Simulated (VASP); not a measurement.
Runs of VASP 6.6.1 on PbSe (Clausthalite). The structure is that of space group Fm-3m (No. 225), or close to it. The cells are those of the table. 

| task | level | cell | k mesh | cutoff (eV) | smearing | gap on the mesh (eV) | pressure (GPa) |
| --- | --- | --- | --- | --- | --- | --- | --- |
| single point | PBEsol | a = 4.328 Å, angles 60.0°, 2 atoms | 6 × 6 × 6 | 520 | gaussian 0.1 eV | (a) | -0.6 |
| single point | PBEsol | a = 4.316 Å, angles 60.0°, 2 atoms | 10 × 10 × 10 | 520 | gaussian 0.01 eV | 0.17 | 0.0 |
| relaxation of cell and atoms | PBEsol | relaxed from a = 4.328 Å, angles 60.0°, 2 atoms | 10 × 10 × 10 | 600 | gaussian 0.01 eV | 0.17 | 0.0 |
| single point | r2SCAN | a = 4.316 Å, angles 60.0°, 2 atoms | 10 × 10 × 10 | 520 | gaussian 0.01 eV | 0.55 | 2.1 |

Alike in all rows: potentials or basis VASP PAW PBE potentials, release 64 (Pb_d, Se); no spin polarisation.

Question: Fill in the values left out.

Answer: (a) 0.20.

Caveats: the PAW data sets were made with another functional, which shifts forces and pressure a little; spin-orbit coupling is left out, which moves the levels of the heavy elements.

A k mesh can miss the band edges, and the runs leave out spin-orbit coupling on Pb, Se.
